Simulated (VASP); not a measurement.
Wanted: the native input for a VASP 6.6.1 run.

| Quantity | Value |
| --- | --- |
| Task | electric field gradients |
| Functional | PBE |
| Potentials or basis | VASP PAW PBE potentials, release 64 (Ag, Cl) |
| Cutoff | 520 eV |
| k mesh | 12 × 12 × 12 |
| Occupations | fermi-dirac, width 0.08 eV |
| Spin | no spin polarisation |
| Dipole correction | no |
| Further INCAR settings | ALGO = Normal; EDIFF = 1e-08; NBANDS = 16 |

The structure of AgCl (rocksalt type) lies in POSCAR:

```
AgCl
1.0
    0.0000000000      2.7863765232      2.7863765232
    2.7863765232      0.0000000000      2.7863765232
    2.7863765232      2.7863765232      0.0000000000
Ag Cl
1 1
Direct
    0.0000000000      0.0000000000      0.0000000000
    0.5000000000      0.5000000000      0.5000000000
```

One way to write it, as run:

INCAR

```
PREC = Accurate
ENCUT = 520
EDIFF = 1E-8
ISMEAR = -1
SIGMA = 0.08
LREAL = F
LASPH = T
NELM = 100
ALGO = Normal
ISIF = 2
LWAVE = F
LCHARG = F
GGA = PE
LEFG = T
NBANDS = 16
```

KPOINTS

```
regular mesh
0
Gamma
  12 12 12
```

Potentials or basis: VASP PAW PBE potentials, release 64 (Ag, Cl).

Command:

```console
$ cat potpaw_PBE.64/Ag/POTCAR potpaw_PBE.64/Cl/POTCAR > POTCAR
$ mpirun -np 1 vasp_std > vasp.out
```

It gave:

| Quantity | Value |
| --- | --- |
| Pressure | 0.8 GPa |
| Band gap on the k mesh | 0.91 eV (least direct gap 3.03 eV) |
| Largest electric field gradient by atom | under 0.05 V/Å² on every atom |

It took 38 s on 1 thread of Intel(R) Xeon(R) Platinum 8488C (Sapphire Rapids), with other jobs on the host, peak memory 0.19 GiB.
